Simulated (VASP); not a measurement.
# V (Im-3m) in VASP: notebook

Aim: see how the results for V move with the level of theory and the settings. Levels: PBE, revPBE, RPBE. Tasks: single point.

Program: VASP 6.6.1. These are calculated values, not measurements. Logs are shortened: lines on timing, memory, paths and dates and some standing lists are left out, and cuts for length are marked.

## Step 1: The cell of the first run

Symmetry: Im-3m, No. 229, cubic system. The conventional cell has a = 3.026 Å, b = 3.026 Å, c = 3.026 Å, α = 90.00°, β = 90.00°, γ = 90.00°. V (site symmetry m-3m) has 14 V at 2.62 to 3.03 Å within 3.5 Å.

## Step 2: Single point, PBE, collinear spin, ferromagnetic start

INCAR reads:

```
SYSTEM = V
  PREC = Accurate
  ENCUT = 500
  EDIFF = 1E-6
  ISMEAR = 0
  SIGMA = 0.1
  LREAL = .False.
  LASPH = .True.
  NELM = 200
  ALGO = Normal
  ISIF = 2
  LWAVE = .False.
  LCHARG = .False.
  ISPIN = 2
  MAGMOM = 0.51
  LORBIT = 11
  LMAXMIX = 4
  GGA = PE
  NBANDS = 16
  GGA_COMPAT = .False.
```

KPOINTS reads:

```
Automatic mesh
0
Gamma
  6 6 6
  0 0 0
```

POSCAR reads:

```
V
1.0
   -1.5130000000      1.5130000000      1.5130000000
    1.5130000000     -1.5130000000      1.5130000000
    1.5130000000      1.5130000000     -1.5130000000
V
1
Direct
    0.0660938533      0.0000000000      0.0660938533
```

Potentials or basis: VASP PAW PBE potentials, release 64 (V_sv).

Run with:

```
$ cat potpaw_PBE.64/V_sv/POTCAR > POTCAR
$ mpirun -np 1 vasp_std > vasp.out
```

OUTCAR:

```text
SYSTEM = V
   PREC = Accurate
   ENCUT = 500
   EDIFF = 1E-6
   ISMEAR = 0
   LREAL = .False.
   LASPH = .True.
   NELM = 200
   ISIF = 2
   ISPIN = 2
   LORBIT = 11
   GGA = PE

 ion  position               nearest neighbor table
   1  0.066  0.000  0.066-

  LATTYP: Found a body centered cubic cell.
 ALAT       =     3.0260000000

  Lattice vectors:

 A1 = (  -1.5130000000,   1.5130000000,   1.5130000000)
 A2 = (   1.5130000000,  -1.5130000000,   1.5130000000)
 A3 = (   1.5130000000,   1.5130000000,  -1.5130000000)

Analysis of symmetry for initial positions (statically):
=====================================================================
 Subroutine PRICEL returns:
 Original cell was already a primitive cell.

 Routine SETGRP: Setting up the symmetry group for a
 body centered cubic supercell.

 Subroutine GETGRP returns: Found 48 space group operations
 (whereof  8 operations were pure point group operations)
 out of a pool of 48 trial point group operations.

The static configuration has the point symmetry C_4v.
 The point group associated with its full space group is O_h .

Analysis of symmetry for dynamics (positions and initial velocities):
=====================================================================
 Subroutine PRICEL returns:
 Original cell was already a primitive cell.

 Routine SETGRP: Setting up the symmetry group for a
 body centered cubic supercell.

 Subroutine GETGRP returns: Found 48 space group operations
 (whereof  8 operations were pure point group operations)
 out of a pool of 48 trial point group operations.

The dynamic configuration has the point symmetry C_4v.
 The point group associated with its full space group is O_h .

Analysis of structural, dynamic, and magnetic symmetry:
=====================================================================
 Subroutine PRICEL returns:
 Original cell was already a primitive cell.

 Routine SETGRP: Setting up the symmetry group for a
 body centered cubic supercell.

 Subroutine GETGRP returns: Found 48 space group operations
 (whereof  8 operations were pure point group operations)
 out of a pool of 48 trial point group operations.

The overall configuration has the point symmetry C_4v.
 The point group associated with its full space group is O_h .

 Subroutine INISYM returns: Found 48 space group operations
 (whereof  8 operations are pure point group operations),
 and found     1 'primitive' translations

----------------------------------------------------------------------------------------

                                     Primitive cell

  volume of cell :      13.8541

  direct lattice vectors                    reciprocal lattice vectors
    -1.513000000  1.513000000  1.513000000     0.000000000  0.330469266  0.330469266
     1.513000000 -1.513000000  1.513000000     0.330469266  0.000000000  0.330469266
     1.513000000  1.513000000 -1.513000000     0.330469266  0.330469266  0.000000000

  length of vectors
     2.620592872  2.620592872  2.620592872     0.467354118  0.467354118  0.467354118

  position of ions in fractional coordinates (direct lattice)
     0.066093853  0.000000000  0.066093853

  ion indices of the primitive-cell ions
   primitive index   ion index
                 1           1

----------------------------------------------------------------------------------------

 KPOINTS: Automatic mesh

Automatic generation of k-mesh.
 Grid dimensions read from file:
 generate k-points for:    6    6    6

 Generating k-lattice:

  Cartesian coordinates                     Fractional coordinates (reciprocal lattice)
     0.000000000  0.055078211  0.055078211     0.166666667  0.000000000  0.000000000
     0.055078211  0.000000000  0.055078211     0.000000000  0.166666667  0.000000000
     0.055078211  0.055078211  0.000000000     0.000000000  0.000000000  0.166666667

  Length of vectors
     0.077892353  0.077892353  0.077892353

  Shift w.r.t. Gamma in fractional coordinates (k-lattice)
     0.000000000  0.000000000  0.000000000

 Subroutine IBZKPT returns following result:
 ===========================================

 Found     16 irreducible k-points:

 Following reciprocal coordinates:
            Coordinates               Weight
  0.000000  0.000000  0.000000      1.000000
  0.166667  0.000000  0.000000     12.000000
  0.333333  0.000000  0.000000     12.000000
  0.500000  0.000000  0.000000      6.000000
  0.166667  0.166667  0.000000     24.000000
  0.333333  0.166667  0.000000     48.000000
[... 8 lines left out ...]
  0.500000  0.500000  0.333333     12.000000
  0.500000  0.500000  0.500000      1.000000
   k-points           NKPTS =     16   k-points in BZ     NKDIM =     16   number of bands    NBANDS=     16
   number of dos      NEDOS =    301   number of ions     NIONS =      1
   total plane-waves  NPLWV =   8000
   dimension x,y,z NGX =    20 NGY =   20 NGZ =   20
   dimension x,y,z NGXF=    40 NGYF=   40 NGZF=   40
   ions per type =               1
   NGX,Y,Z   is equivalent  to a cutoff of  12.69, 12.69, 12.69 a.u.
   NGXF,Y,Z  is equivalent  to a cutoff of  25.38, 25.38, 25.38 a.u.
 SYSTEM =  V
   PREC   = accura    normal or accurate (medium, high low for compatibility)
   ISTART =      0    job   : 0-new  1-cont  2-samecut
   ICHARG =      2    charge: 1-file 2-atom 10-const
   ISPIN  =      2    spin polarized calculation?
   LNONCOLLINEAR =      F non collinear calculations
   LSORBIT =      F    spin-orbit coupling
   LASPH  =      T    aspherical Exc in radial PAW
   ENCUT  =  500.0 eV  36.75 Ry    6.06 a.u.   4.78  4.78  4.78*2*pi/ulx,y,z
   NELM   =    200;   NELMIN=  2; NELMDL= -5     # of ELM steps
   EDIFF  = 0.1E-05   stopping-criterion for ELM
   LREAL  =      F    real-space projection
   EDIFFG = 0.1E-04   stopping-criterion for IOM
   NSW    =      0    number of steps for IOM
   IBRION =     -1    ionic relax: 0-MD 1-quasi-New 2-CG
   NFREE  =      0    steps in history (QN), initial steepest desc. (CG)
   ISIF   =      2    stress and relaxation
   ISYM   =      2    0-nonsym 1-usesym 2-fastsym
   POTIM  = 0.5000    time-step for ionic-motion
   TEBEG  =    0.0;   TEEND  =   0.0 temperature during run
   PSTRESS=    0.0 pullay stress
   NELECT =      13.0000    total number of electrons
   NUPDOWN=      -1.0000    fix difference up-down
[... 7 lines left out ...]
     AMIX_MAG =   1.60;   BMIX_MAG =  1.00
  volume/ion in A,a.u.               =      13.85        93.49
  Fermi-wavevector in a.u.,A,eV,Ry     =   1.602742  3.028744 34.950411  2.568783
  Thomas-Fermi vector in A             =   2.699515
   LORBIT       =     11    0 simple, 1 ext, 2 COOP (PROOUT), +10 PAW based schemes
   GGA     = PE    functional components
   LHFCALC =     F    Hartree Fock is set to
   AEXX    =    0.0000 exact exchange contribution
   IVDW    =     0    specifies the selected vdW correction
   LEPSILON=     F    determine dielectric tensor
   LRPA    =     F    only Hartree local field effects (RPA)
 spin polarized calculation
 Gauss-broadening in eV      SIGMA  =   0.10
  energy-cutoff  :      500.00
  volume of cell :       13.85
 maximum number of plane-waves:       370
   NGX =  9   NGY =  9   NGZ =  9

 number of electron      13.0000000 magnetization       0.6175549

 Free energy of the ion-electron system (eV)
  ---------------------------------------------------
  ext. energy  EPLUGINS =         0.00000000
  ---------------------------------------------------
  free energy    TOTEN  =        -8.95326023 eV

  energy without entropy =       -8.94710134  energy(sigma->0) =       -8.95018078

 E-fermi :   9.4033     XC(G=0): -12.7458

 val. band max:        9.3466409332   @ k =   0.1667   0.0000   0.0000
 cond. band min:       9.4136999616   @ k =   0.5000   0.5000   0.1667
 fundamental gap:      0.0670590284
 Fermi energy:         9.4033230815

 spin component 1

 k-point     1 :       0.0000    0.0000    0.0000
  band No.  band energies     occupation
      1     -54.5852      1.00000
      2     -27.9278      1.00000
      3     -27.9278      1.00000
      4     -27.9278      1.00000
      5       2.6249      1.00000
      6       9.5102      0.06528
[... 8 lines left out ...]
     15      36.2852      0.00000
     16      40.1858      0.00000

 k-point     2 :       0.1667    0.0000    0.0000
  band No.  band energies     occupation
      1     -54.5414      1.00000
      2     -28.1405      1.00000
      3     -27.9936      1.00000
      4     -27.9290      1.00000
      5       3.6620      1.00000
      6       9.1014      0.99999
[... 8 lines left out ...]
     15      35.2214      0.00000
     16      35.8600      0.00000

 k-point     3 :       0.3333    0.0000    0.0000
  band No.  band energies     occupation
      1     -54.4528      1.00000
      2     -28.5523      1.00000
      3     -28.1234      1.00000
      4     -27.9318      1.00000
      5       5.6705      1.00000
      6       8.3666      1.00000
[... 8 lines left out ...]
     15      34.9240      0.00000
     16      38.1976      0.00000
[... 210 lines left out ...]
 k-point    15 :       0.5000    0.5000    0.3333
  band No.  band energies     occupation
      1     -54.3161      1.00000
      2     -28.5595      1.00000
      3     -28.4188      1.00000
      4     -28.3575      1.00000
      5       6.8364      1.00000
      6       6.9535      1.00000
[... 8 lines left out ...]
     15      33.2212      0.00000
     16      39.7452      0.00000

 k-point    16 :       0.5000    0.5000    0.5000
  band No.  band energies     occupation
      1     -54.2852      1.00000
      2     -28.4943      1.00000
      3     -28.4943      1.00000
      4     -28.4943      1.00000
      5       6.3547      1.00000
      6       6.3547      1.00000
[... 8 lines left out ...]
     15      30.4487      0.00000
     16      40.9056      0.00000
 Fermi energy:         9.4033230815

 spin component 2

 k-point     1 :       0.0000    0.0000    0.0000
  band No.  band energies     occupation
      1     -54.1614      1.00000
      2     -27.5094      1.00000
      3     -27.5094      1.00000
      4     -27.5094      1.00000
      5       3.0642      1.00000
      6      10.0562      0.00000
[... 8 lines left out ...]
     15      36.5770      0.00000
     16      40.7871      0.00000

 k-point     2 :       0.1667    0.0000    0.0000
  band No.  band energies     occupation
      1     -54.1177      1.00000
      2     -27.7211      1.00000
      3     -27.5746      1.00000
      4     -27.5108      1.00000
      5       4.1015      1.00000
      6       9.6448      0.00032
[... 8 lines left out ...]
     15      35.7458      0.00000
     16      36.3219      0.00000

 k-point     3 :       0.3333    0.0000    0.0000
  band No.  band energies     occupation
      1     -54.0295      1.00000
      2     -28.1312      1.00000
      3     -27.7033      1.00000
      4     -27.5139      1.00000
      5       6.1151      1.00000
      6       8.9059      1.00000
[... 8 lines left out ...]
     15      35.3535      0.00000
     16      38.5832      0.00000
[... 210 lines left out ...]
 k-point    15 :       0.5000    0.5000    0.3333
  band No.  band energies     occupation
      1     -53.8935      1.00000
      2     -28.1366      1.00000
      3     -27.9962      1.00000
      4     -27.9357      1.00000
      5       7.1409      1.00000
      6       7.2599      1.00000
[... 8 lines left out ...]
     15      33.5495      0.00000
     16      40.3731      0.00000

 k-point    16 :       0.5000    0.5000    0.5000
  band No.  band energies     occupation
      1     -53.8628      1.00000
      2     -28.0711      1.00000
      3     -28.0711      1.00000
      4     -28.0711      1.00000
      5       6.6528      1.00000
      6       6.6528      1.00000
[... 8 lines left out ...]
     15      30.7478      0.00000
     16      41.5863      0.00000

------------------------ aborting loop because EDIFF is reached ----------------------------------------

  FORCE on cell =-STRESS in cart. coord.  units (eV):
  Direction    XX          YY          ZZ          XY          YZ          ZX
  --------------------------------------------------------------------------------------
  -------------------------------------------------------------------------------------
  Total       -0.3091262     -0.3091262     -0.3091262     -0.0000000      0.0000000      0.0000000
  in kB      -35.7494694    -35.7494694    -35.7494694     -0.0000000      0.0000000      0.0000000
  external PRESSURE =     -35.7494694 kB  Pullay stress =       0.0000000 kB

 VOLUME and BASIS-vectors are now :
 -----------------------------------------------------------------------------
  energy-cutoff  :      500.00
  volume of cell :       13.85
      direct lattice vectors                 reciprocal lattice vectors
    -1.513000000  1.513000000  1.513000000     0.000000000  0.330469266  0.330469266
     1.513000000 -1.513000000  1.513000000     0.330469266  0.000000000  0.330469266
     1.513000000  1.513000000 -1.513000000     0.330469266  0.330469266  0.000000000

 POSITION                                       TOTAL-FORCE (eV/Angst)
 -----------------------------------------------------------------------------------
      0.00000      0.20000      0.00000         0.000000      0.000000      0.000000
 -----------------------------------------------------------------------------------
    total drift:                                0.000000      0.000063      0.000000

  FREE ENERGIE OF THE ION-ELECTRON SYSTEM (eV)
  ---------------------------------------------------
  free  energy   TOTEN  =        -8.9532602260 eV

  energy  without entropy=       -8.9471013372  energy(sigma->0) =       -8.95018078

 total charge

# of ion       s       p       d       tot
------------------------------------------
    1        2.332   6.215   3.056  11.604

 magnetization (x)

# of ion       s       p       d       tot
------------------------------------------
    1        0.010   0.051   0.427   0.487
```

Wall time 10 s (1 thread of AMD EPYC 7R43 (Zen 3), shared host); peak memory 0.09 GiB.

Results:

| Quantity | Value |
| --- | --- |
| Free energy | -8.9533 eV |
| Pressure | -3.6 GPa |
| Net moment | 0.62 μB per cell |
| Site moments | V +0.49 μB |
| Valence electrons inside the program's atomic spheres | V 11.60 |

Levels at points of the mesh, in eV from the Fermi level:
Spin up:
```tsv
k point	band 3	band 4	band 5	band 6	band 7	band 8	band 9	band 10	band 11	band 12
(0.00, 0.00, 0.00)	-37.33	-37.33	-6.78	0.11	0.11	0.11	2.19	2.19	20.01	20.01
(0.50, 0.00, 0.00)	-37.59	-37.34	-3.33	-1.37	1.29	2.14	2.53	3.67	9.57	15.46
(0.50, 0.50, 0.50)	-37.90	-37.90	-3.05	-3.05	3.30	3.30	3.30	9.65	9.65	9.65
```
Spin down:
| k point | band 3 | band 4 | band 5 | band 6 | band 7 | band 8 | band 9 | band 10 |
| --- | --- | --- | --- | --- | --- | --- | --- | --- |
| (0.00, 0.00, 0.00) | -36.91 | -36.91 | -6.34 | 0.65 | 0.65 | 0.65 | 2.44 | 2.44 |
| (0.50, 0.00, 0.00) | -37.17 | -36.92 | -2.89 | -0.83 | 1.72 | 2.49 | 2.79 | 4.20 |
| (0.50, 0.50, 0.50) | -37.47 | -37.47 | -2.75 | -2.75 | 3.83 | 3.83 | 3.83 | 10.17 |

Caveat: the k points lie up to 0.49 Å⁻¹ apart.

## Step 3: Single point, revPBE, collinear spin, ferromagnetic start

INCAR reads:

```
PREC = Accurate ; ENCUT = 500
EDIFF = 1E-6 ; ISMEAR = 1
SIGMA = 0.084 ; LREAL = False
LASPH = True ; NELM = 200
ALGO = Normal ; ISIF = 2
LWAVE = False ; LCHARG = True
ISPIN = 2 ; MAGMOM = 0.51
LORBIT = 11 ; LMAXMIX = 4
GGA = RE ; LELF = True
LVHAR = True ; ISYM = 0
NBANDS = 16 ; GGA_COMPAT = False
```

KPOINTS reads:

```
regular mesh
0
Gamma
  2 4 5
```

Changes to POSCAR since step 2:

```diff
@@ -8,2 +8,2 @@
 Direct
-    0.0660938533      0.0000000000      0.0660938533
+    0.0000000000      0.0000000000      0.0000000000
```

Potentials or basis: VASP PAW PBE potentials, release 64 (V_sv).

Run with:

```
$ cat potpaw_PBE.64/V_sv/POTCAR > POTCAR
$ mpirun -np 1 vasp_std > vasp.out
```

Run time: 19 s. Hardware: 1 thread of AMD EPYC 7R43 (Zen 3), shared host; peak memory 0.09 GiB.

It converged, with:

```yaml
Free_energy: -8.9219 eV
Pressure: -10.8 GPa
Net_moment: 0.05 μB per cell
Site_moments: V +0.04 μB
Valence_electrons_inside_the_program's_atomic_spheres: V 11.64
```

Stress tensor (GPa, compression positive):
```
-13.78  13.57  22.42
 13.57  -8.62 -15.99
 22.42 -15.99 -10.04
```

Levels at points of the mesh, in eV from the Fermi level:
Spin up:
| k point | band 4 | band 5 | band 6 | band 7 | band 8 | band 9 |
| --- | --- | --- | --- | --- | --- | --- |
| (0.00, 0.00, 0.00) | -37.11 | -6.70 | 0.27 | 0.33 | 0.39 | 2.30 |
| (0.50, 0.00, 0.00) | -37.19 | -3.19 | -1.19 | 1.38 | 2.26 | 2.67 |
| (0.00, 0.50, 0.00) | -37.18 | -3.20 | -1.18 | 1.37 | 2.29 | 2.66 |
| (0.50, 0.50, 0.00) | -37.25 | -3.19 | -1.21 | 1.38 | 2.26 | 2.65 |
Spin down:
```csv
k point,band 2,band 3,band 4,band 5,band 6,band 7,band 8,band 9,band 10,band 11
"(0.00, 0.00, 0.00)",-37.20,-37.11,-37.08,-6.67,0.35,0.40,0.41,2.31,2.35,20.06
"(0.50, 0.00, 0.00)",-37.91,-37.41,-37.15,-3.16,-1.13,1.40,2.29,2.70,3.98,9.78
"(0.00, 0.50, 0.00)",-37.94,-37.41,-37.14,-3.16,-1.13,1.39,2.32,2.68,3.98,9.78
"(0.50, 0.50, 0.00)",-37.93,-37.37,-37.18,-3.15,-1.13,1.39,2.31,2.66,4.00,9.78
```

Caveat: the k points lie up to 1.24 Å⁻¹ apart; the PAW data sets were made with another functional, which shifts forces and pressure a little.

## Step 4: Single point, RPBE, collinear spin, ferromagnetic start

This run uses another cell than the first one, of 18.56 Å³/atom.

INCAR reads:

```
ALGO = Normal ; EDIFF = 1E-6
ENCUT = 500 ; GGA = RP
GGA_COMPAT = False ; ISIF = 2
ISMEAR = -5 ; ISPIN = 2
LASPH = True ; LCHARG = False
LMAXMIX = 4 ; LORBIT = 11
LREAL = False ; LWAVE = False
MAGMOM = 0.51 ; NBANDS = 16
NELM = 200 ; PREC = Accurate
SIGMA = 0.1
```

KPOINTS reads:

```
k-points
0
Gamma
  6 6 6
```

POSCAR reads:

```
V
1.0
   -1.6680428162      1.6680428162      1.6680428162
    1.6680428162     -1.6680428162      1.6680428162
    1.6680428162      1.6680428162     -1.6680428162
V
1
Direct
    0.0000000000      0.0000000000      0.0000000000
```

Run with:

```
$ cat potpaw_PBE.64/V_sv/POTCAR > POTCAR
$ mpirun -np 1 vasp_std > vasp.out
```

Run time: 23 s. Hardware: 1 thread of AMD EPYC 7R43 (Zen 3), shared host; peak memory 0.11 GiB.

The run converged. Its results:

| Quantity | Value |
| --- | --- |
| Free energy | -7.9911 eV |
| Pressure | -26.6 GPa |
| Net moment | 0.76 μB per cell |
| Site moments | V +0.62 μB |
| Valence electrons inside the program's atomic spheres | V 11.23 |

Levels at points of the mesh, in eV from the Fermi level:
Spin up:
```
           k point  band 5  band 6  band 7  band 8  band 9  band 10
(0.00, 0.00, 0.00)   -6.02   -0.19   -0.19   -0.19    1.42     1.42
(0.50, 0.00, 0.00)   -2.60   -1.14    0.61    1.29    1.61     2.14
(0.50, 0.50, 0.50)   -2.04   -2.04    1.91    1.91    1.91     7.32
```
Spin down:
```csv
k point,band 2,band 3,band 4,band 5,band 6,band 7,band 8,band 9,band 10,band 11
"(0.00, 0.00, 0.00)",-37.65,-37.65,-37.65,-5.64,0.62,0.62,0.62,1.66,1.66,18.02
"(0.50, 0.00, 0.00)",-37.95,-37.75,-37.65,-2.10,-0.37,0.95,1.71,1.87,2.96,7.00
"(0.50, 0.50, 0.50)",-37.87,-37.87,-37.87,-1.81,-1.81,2.72,2.72,2.72,7.87,7.87
```

Caveat: the k points lie up to 0.44 Å⁻¹ apart; the PAW data sets were made with another functional, which shifts forces and pressure a little; tetrahedron occupations give inexact forces and stress in metals.

## Step 5: Overview

```tsv
level	cell	k mesh	smearing	gap on the mesh (eV)	pressure (GPa)	moment (μB)
PBE	a = 2.621 Å, angles 109.5°, 1 atom	6 × 6 × 6	gaussian 0.1 eV	none	-3.6	0.62
revPBE	a = 2.621 Å, angles 109.5°, 1 atom	2 × 4 × 5	methfessel-paxton 0.084 eV	none	-10.8	0.05
RPBE	a = 2.889 Å, angles 109.5°, 1 atom	6 × 6 × 6	tetrahedron	none	-26.6	0.76
```

Alike in all rows: task single point; potentials or basis VASP PAW PBE potentials, release 64 (V_sv); spin collinear, ferromagnetic start; cutoff (eV) 500.

Caveats: all runs use coarse meshes; the PAW data sets were made with another functional, which shifts forces and pressure a little (at least some runs); tetrahedron occupations give inexact forces and stress in metals (at least some runs).

Total energies depend on the potentials used, so only differences within one code and one set of settings carry meaning.
